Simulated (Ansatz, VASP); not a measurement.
Two plane-wave programs on Ta2F

```xyz
3
Lattice="2.8482 0.0000 0.0000 -1.4241 2.4666 0.0000 0.0000 0.0000 6.5163" Properties=species:S:1:pos:R:3 pbc="T T T"
Ta    0.0000    1.6444    4.5255
Ta    1.4241    0.8222    1.9908
F     0.0000    0.0000    0.0000
```

Alike in both runs: functional PBE; k mesh 18 × 18 × 8; occupations gaussian, width 0.1 eV; no spin polarisation.

Ansatz relaxed the structure, and its values are those at the end. VASP's run is a single point on that final structure, the one shown.

|  | VASP | Ansatz |
| --- | --- | --- |
| version | VASP 6.6.1 | Ansatz 0.2.0 |
| potentials or method | VASP PAW PBE potentials, release 64 (Ta_pv, F), cutoff 520 eV | scalar-relativistic, plane waves, PAW |
| valence electrons in the cell | 29 | 33 |

|  | VASP | Ansatz | Ansatz less VASP |
| --- | --- | --- | --- |
| gap on the k mesh at the Fermi level (eV) | none | none | - |
| pressure (GPa) | 0.0 | 0.0 | +0.03 |
| rms of the force components (eV/Å) | 0.004 | 0.000 | -0.0042 |

A gap of «none» marks a metal or a gap that the smearing closes. VASP's potentials hold 29 valence electrons a cell and Ansatz's 33, so a difference there can come from the potentials and not from the codes.

Neither program's run includes spin-orbit coupling.
